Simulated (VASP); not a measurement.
# In2S (Fm-3m) in VASP: notebook, part 2 of 2

VASP 6.6.1. Earlier steps stand in the parts before.

## 5. Single point, PBE

This run uses another cell than the first one, of 32.37 Å³/atom.

Contents of INCAR:

```
SYSTEM = In2S
  ALGO = Normal
  EDIFF = 1E-6
  ENCUT = 500
  GGA = PE
  GGA_COMPAT = .False.
  ISIF = 2
  ISMEAR = 0
  LASPH = .True.
  LCHARG = .False.
  LREAL = .False.
  LWAVE = .False.
  NBANDS = 23
  NELM = 120
  PREC = Accurate
  SIGMA = 0.02
```

Contents of KPOINTS:

```
k-points
0
Gamma
  8 8 8
  0 0 0
```

Contents of POSCAR:

```
In2S
1.0
    0.0000000000      3.6483000000      3.6483000000
    3.6483000000      0.0000000000      3.6483000000
    3.6483000000      3.6483000000      0.0000000000
S In
1 2
Direct
    0.0000000000      0.0000000000      0.0000000000
    0.2500000000      0.2500000000      0.2500000000
    0.7500000000      0.7500000000      0.7500000000
```

Potentials or basis: VASP PAW PBE potentials, release 64 (S, In_d).

Command:

```console
> cat potpaw_PBE.64/S/POTCAR potpaw_PBE.64/In_d/POTCAR > POTCAR
> mpirun -np 1 vasp_std > vasp.out
```

OUTCAR:

```text
SYSTEM = In2S
   EDIFF = 1E-6
   ENCUT = 500
   GGA = PE
   ISIF = 2
   ISMEAR = 0
   LASPH = .True.
   LREAL = .False.
   NELM = 120
   PREC = Accurate

 ion  position               nearest neighbor table
   1  0.000  0.000  0.000-   3 3.16   3 3.16   2 3.16   3 3.16   2 3.16   2 3.16   3 3.16   2 3.16

   2  0.250  0.250  0.250-   1 3.16   1 3.16   1 3.16   1 3.16   3 3.65   3 3.65   3 3.65   3 3.65
                             3 3.65   3 3.65
   3  0.750  0.750  0.750-   1 3.16   1 3.16   1 3.16   1 3.16   2 3.65   2 3.65   2 3.65   2 3.65
                             2 3.65   2 3.65

  LATTYP: Found a face centered cubic cell.
 ALAT       =     7.2966000000

  Lattice vectors:

 A1 = (   0.0000000000,   3.6483000000,   3.6483000000)
 A2 = (   3.6483000000,   0.0000000000,   3.6483000000)
 A3 = (   3.6483000000,   3.6483000000,   0.0000000000)

Analysis of symmetry for initial positions (statically):
=====================================================================
 Subroutine PRICEL returns:
 Original cell was already a primitive cell.

 Routine SETGRP: Setting up the symmetry group for a
 face centered cubic supercell.
[... 164 lines left out ...]
  ext. energy  EPLUGINS =         0.00000000
  ---------------------------------------------------
  free energy    TOTEN  =        -9.38344644 eV

  energy without entropy =       -9.38320540  energy(sigma->0) =       -9.38332592

 E-fermi :   4.2949     XC(G=0):  -8.5624

 val. band max:        4.0960102084   @ k =  -0.3750   0.3750   0.0000
 cond. band min:       4.3010322017   @ k =  -0.3750   0.5000   0.1250
 fundamental gap:      0.2050219933
 Fermi energy:         4.2949407961

 k-point     1 :       0.0000    0.0000    0.0000
  band No.  band energies     occupation
      1     -10.3268      2.00000
      2     -10.3268      2.00000
      3     -10.2663      2.00000
      4     -10.2663      2.00000
      5     -10.2663      2.00000
      6     -10.1594      2.00000
[... 613 lines left out ...]
     22       9.8287      0.00000
     23      11.6495      0.00000

 [... further k-points ...]
[... 5 lines left out ...]
  --------------------------------------------------------------------------------------
  -------------------------------------------------------------------------------------
  Total       -0.6049265     -0.6049265     -0.6049265     -0.0000000     -0.0000000      0.0000000
  in kB       -9.9795635     -9.9795635     -9.9795635     -0.0000000     -0.0000000      0.0000000
  external PRESSURE =      -9.9795635 kB  Pullay stress =       0.0000000 kB

 VOLUME and BASIS-vectors are now :
 -----------------------------------------------------------------------------
  energy-cutoff  :      500.00
  volume of cell :       97.12
      direct lattice vectors                 reciprocal lattice vectors
     0.000000000  3.648300000  3.648300000    -0.137050133  0.137050133  0.137050133
     3.648300000  0.000000000  3.648300000     0.137050133 -0.137050133  0.137050133
     3.648300000  3.648300000  0.000000000     0.137050133  0.137050133 -0.137050133

 POSITION                                       TOTAL-FORCE (eV/Angst)
 -----------------------------------------------------------------------------------
      0.00000      0.00000      0.00000        -0.000000     -0.000000      0.000000
      1.82415      1.82415      1.82415        -0.000000     -0.000000     -0.000000
      5.47245      5.47245      5.47245         0.000000      0.000000      0.000000
 -----------------------------------------------------------------------------------
    total drift:                               -0.000000     -0.000000      0.000000

  FREE ENERGIE OF THE ION-ELECTRON SYSTEM (eV)
  ---------------------------------------------------
  free  energy   TOTEN  =        -9.3834464363 eV

  energy  without entropy=       -9.3832054013  energy(sigma->0) =       -9.38332592
```

OSZICAR:

```text
N       E                     dE             d eps       ncg     rms          rms(c)
DAV:   1     0.254149114723E+03    0.25415E+03   -0.14645E+04  1334   0.154E+03
DAV:   2     0.161461386373E+02   -0.23800E+03   -0.22849E+03  1348   0.375E+02
DAV:   3    -0.890951343802E+01   -0.25056E+02   -0.23384E+02  1767   0.127E+02
DAV:   4    -0.100579983456E+02   -0.11485E+01   -0.11462E+01  1495   0.294E+01
DAV:   5    -0.101120593316E+02   -0.54061E-01   -0.54059E-01  2138   0.589E+00    0.563E+00
DAV:   6    -0.936614795189E+01    0.74591E+00   -0.10137E+00  2054   0.123E+01    0.392E+00
DAV:   7    -0.938845923545E+01   -0.22311E-01   -0.31692E-01  1397   0.218E+00    0.215E+00
DAV:   8    -0.938468934939E+01    0.37699E-02   -0.37724E-02  2016   0.121E+00    0.307E-01
DAV:   9    -0.938237294469E+01    0.23164E-02   -0.48272E-03  1830   0.573E-01    0.169E-01
DAV:  10    -0.938337623881E+01   -0.10033E-02   -0.17140E-03  1461   0.236E-01    0.723E-02
DAV:  11    -0.938339874403E+01   -0.22505E-04   -0.13471E-04  1686   0.841E-02    0.430E-02
DAV:  12    -0.938343863244E+01   -0.39888E-04   -0.63931E-05  1460   0.340E-02    0.272E-02
DAV:  13    -0.938344637062E+01   -0.77382E-05   -0.16208E-05  1375   0.178E-02    0.695E-03
DAV:  14    -0.938344643632E+01   -0.65706E-07   -0.13884E-06  1248   0.716E-03
   1 F= -.93834464E+01 E0= -.93833259E+01  d E =-.241035E-03
```

stdout:

```text
POSCAR found type information on POSCAR S In
 POSCAR found :  2 types and       3 ions
 scaLAPACK will be used
 LDA part: xc-table for (Slater+PW92), standard interpolation
 POSCAR, INCAR and KPOINTS ok, starting setup
 FFT: planning ... GRIDC
 FFT: planning ... GRID_SOFT
 FFT: planning ... GRID
 WAVECAR not read
 entering main loop
```

Wall time 53 s (1 thread of AMD EPYC 7R13 (Zen 3), shared host); peak memory 0.22 GiB.

What came out:

```
Free energy            : -9.3834 eV
Pressure               : -1.0 GPa
Band gap on the k mesh : zero (bands 16 and 17 overlap by 0.07 eV)
```

Caveat: spin-orbit coupling is left out, which moves the levels of the heavy elements.

## 6. The runs side by side

```csv
cell,k mesh,smearing,gap on the mesh (eV),pressure (GPa)
"a = 4.412 Å, angles 60.0°, 3 atoms",6 × 6 × 6,gaussian 0.05 eV,none,24.7
"a = 5.087 Å, angles 60.0°, 3 atoms",8 × 8 × 8,gaussian 0.02 eV,none,0.0
"a = 5.159 Å, angles 60.0°, 3 atoms",8 × 8 × 8,gaussian 0.02 eV,none,-1.0
```

Alike in all rows: task single point; level PBE; potentials or basis VASP PAW PBE potentials, release 64 (S, In_d); no spin polarisation; cutoff (eV) 500.

Caveats: spin-orbit coupling is left out, which moves the levels of the heavy elements; the cell stands under pressure (at least some runs).

Total energies depend on the potentials used, so only differences within one code and one set of settings carry meaning.

The gap in the log of VASP goes by the Fermi energy; the results here count the filled bands.